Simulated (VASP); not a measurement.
Zr, 1 atom in the cell. Symmetry: Pm-3m, No. 221, cubic system. The conventional cell has a = 2.952 Å, b = 2.952 Å, c = 2.952 Å, α = 90.00°, β = 90.00°, γ = 90.00°. Zr (site symmetry m-3m) has 6 Zr at 2.95 Å within 3.9 Å.  This cell differs from its parent crystal: volume scaled by 1.04.

| Property | Result |
| --- | --- |
| Program | VASP 6.6.1 |
| Task | single point |
| Functional | PBE |
| Potentials or basis | VASP PAW PBE potentials, release 64 (Zr_sv) |
| Cutoff | 520 eV |
| k mesh | 18 × 18 × 18 |
| Occupations | fermi-dirac, width 0.1 eV |
| Spin | no spin polarisation |
| Dipole correction | no |
| Further INCAR settings | ALGO = Normal; EDIFF = 1e-06; NBANDS = 12 |

Potentials or basis: VASP PAW PBE potentials, release 64 (Zr_sv).

The run is started by

```bash
$ cat potpaw_PBE.64/Zr_sv/POTCAR > POTCAR
$ mpirun -np 1 vasp_std > vasp.out
```

Hardware: 1 thread of Intel Xeon 6975P-C, with other jobs on the host.

Estimate the wall time of this run.

It took 21 s on 1 thread of Intel Xeon 6975P-C, on a shared host, peak memory 0.19 GiB. Counts: scf iterations 12, k points 220.
